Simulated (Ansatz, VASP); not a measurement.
**V: VASP beside Ansatz**

```xyz
2
Lattice="2.5369 0.0000 0.0000 -1.2685 2.1970 0.0000 0.0000 0.0000 4.6220" Properties=species:S:1:pos:R:3 pbc="T T T"
V     0.0000    1.4647    1.1555
V     1.2685    0.7323    3.4665
```

Alike in both runs: task relaxation of cell and atoms; functional LDA; k mesh 15 × 15 × 8; occupations fermi-dirac, width 0.15 eV; no spin polarisation.

```csv
,VASP,Ansatz
version,VASP 6.6.1,Ansatz 0.2.0
potentials or method,"VASP PAW LDA potentials, release 64 (V_sv), cutoff 500 eV","scalar-relativistic, plane waves, PAW"
valence electrons in the cell,26,26
```

```tsv
	VASP	Ansatz	Ansatz less VASP
gap on the k mesh at the Fermi level, each at its own relaxed structure (eV)	none	none	-
relaxed volume (Å³/atom)	12.96	12.94	-0.023
relaxed cell length with the largest relative difference (Å)	2.545	2.543	-0.0018
```

LDA's correlation is that of Perdew and Zunger in VASP and of Perdew and Wang (1992) in Ansatz. A gap of «none» marks a metal or a gap that the smearing closes.
